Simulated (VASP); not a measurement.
Wanted: the native input for a VASP 6.6.1 run.

```
Task                   : single point
Functional             : r2SCAN
Potentials or basis    : VASP PAW PBE potentials, release 64 (Mg_sv, Zn, O)
Cutoff                 : 920 eV
k mesh                 : 6 × 6 × 2
Occupations            : gaussian, width 0.01 eV
Spin                   : no spin polarisation
Dipole correction      : no
Further INCAR settings : ALGO = Normal; EDIFF = 1e-06; NBANDS = 34
```

Mg2ZnO3:

```xyz
6
Lattice="2.9912 0.0000 0.0000 -1.4956 2.5905 0.0000 0.0000 0.0000 7.3061" Properties=species:S:1:pos:R:3 pbc="T T T"
Mg    0.0000    1.7270    4.8653
Mg    1.4956    0.8635    2.4408
Zn    0.0000    0.0000    0.0000
O     0.0000    1.7270    1.2547
O     1.4956    0.8635    6.0514
O     0.0000    0.0000    3.6531
```

One way to write it, as run:

POSCAR

```
Mg2ZnO3
1.0
    2.9912043486      0.0000000000      0.0000000000
   -1.4956021743      2.5904589538      0.0000000000
    0.0000000000      0.0000000000      7.3061051335
Mg Zn O
2 1 3
Direct
    0.3333333333      0.6666666667      0.6659208986
    0.6666666667      0.3333333333      0.3340791014
    0.0000000000      0.0000000000      0.0000000000
    0.3333333333      0.6666666667      0.1717360261
    0.6666666667      0.3333333333      0.8282639739
    0.0000000000      0.0000000000      0.5000000000
```

INCAR.step1

```
SYSTEM = Mg2ZnO3
ALGO = Normal
EDIFF = 1E-5
ENCUT = 920
GGA = PE
GGA_COMPAT = .FALSE.
ISMEAR = 0
LASPH = .TRUE.
LCHARG = .FALSE.
LREAL = .FALSE.
LWAVE = .TRUE.
NBANDS = 34
NELM = 120
PREC = Accurate
SIGMA = 0.01
```

INCAR.step2

```
SYSTEM = Mg2ZnO3
ALGO = Normal
EDIFF = 1E-6
ENCUT = 920
GGA_COMPAT = .FALSE.
ISIF = 2
ISMEAR = 0
ISTART = 1
LASPH = .TRUE.
LCHARG = .TRUE.
LELF = .TRUE.
LMIXTAU = .TRUE.
LREAL = .FALSE.
LVHAR = .TRUE.
LWAVE = .FALSE.
METAGGA = R2SCAN
NBANDS = 34
NELM = 120
PREC = Accurate
SIGMA = 0.01
```

KPOINTS

```
k-points
0
G
  6 6 2
  0 0 0
```

Potentials or basis: VASP PAW PBE potentials, release 64 (Mg_sv, Zn, O).

Launch:

```bash
$ cat potpaw_PBE.64/Mg_sv/POTCAR potpaw_PBE.64/Zn/POTCAR potpaw_PBE.64/O/POTCAR > POTCAR
$ cp INCAR.step1 INCAR
$ mpirun -np 1 vasp_std > vasp.out
$ cp INCAR.step2 INCAR
$ mpirun -np 1 vasp_std > vasp.out
```

It gave:

* Pressure: 0.9 GPa
* Largest force: 0.041 eV/Å
* Band gap on the k mesh: 3.89 eV (least direct gap 3.98 eV)

Caveat: the k points lie up to 0.43 Å⁻¹ apart; the PAW data sets were made with another functional, which shifts forces and pressure a little.

It took 2.2 min on 1 thread of Intel(R) Xeon(R) 6975P-C (Granite Rapids), with other jobs on the host, peak memory 0.29 GiB.
